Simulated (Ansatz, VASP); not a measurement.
## BP in VASP and in Ansatz

The input INCAR:

```
SYSTEM = BP
PREC     = Accurate       ! precision mode
ENCUT    = 500            ! plane-wave cutoff, eV
EDIFF    = 1E-6           ! SCF threshold, eV
ISMEAR   = 0              ! smearing method
SIGMA    = 0.01           ! smearing width, eV
LREAL    = .False.        ! projectors in reciprocal space
LASPH    = .True.         ! aspherical terms in the spheres
NELM     = 120            ! most SCF steps
ALGO     = Normal         ! electronic algorithm
ISIF     = 2              ! what is computed and relaxed
LWAVE    = .False.        ! write WAVECAR
LCHARG   = .True.         ! write CHGCAR
GGA      = RE             ! functional
LELF     = .True.         ! ELF
LVHAR    = .True.       
NBANDS   = 11             ! bands
GGA_COMPAT= .False.
```

File KPOINTS:

```
regular mesh
0
Gamma
  10 10 10
  0 0 0
```

POSCAR

```
BP
1.0
    0.0000000000      2.1608585558      2.1608585558
    2.1608585558      0.0000000000      2.1608585558
    2.1608585558      2.1608585558      0.0000000000
B P
1 1
Direct
    0.0000000000      0.0000000000      0.0000000000
    0.7500000000      0.7500000000      0.7500000000
```

Input for Ansatz:

```yaml
crystal:
  lattice:
    - [0.0, 2.1608585558, 2.1608585558]
    - [2.1608585558, 0.0, 2.1608585558]
    - [2.1608585558, 2.1608585558, 0.0]
  atoms:
    - { symbol: B, position: [0.0, 0.0, 0.0] }
    - { symbol: P, position: [0.75, 0.75, 0.75] }
basis:
  ecutwfc: "58.8 Ry"
kpoints:
  mp_grid: { grid: [10, 10, 10] }
hamiltonian:
  xc: revpbe
scf:
  occupations: { method: fixed }
output:
  forces: true
  eigenvalues: true
  stress: true
```

Alike in both runs: task single point; functional revPBE; k mesh 10 × 10 × 10; no spin polarisation.

|  | VASP | Ansatz |
| --- | --- | --- |
| version | VASP 6.6.1 | Ansatz 0.2.0 |
| potentials or method | VASP PAW PBE potentials, release 64 (B, P), cutoff 500 eV | scalar-relativistic, plane waves, PAW |
| occupations | gaussian, width 0.01 eV | fixed |
| valence electrons in the cell | 8 | 8 |

Ansatz gave:

- gap on the k mesh at the Fermi level (eV): 1.02

Which values does VASP return?

gap on the k mesh at the Fermi level (eV): 1.00.

VASP's potentials were made for PBE, not for revPBE.
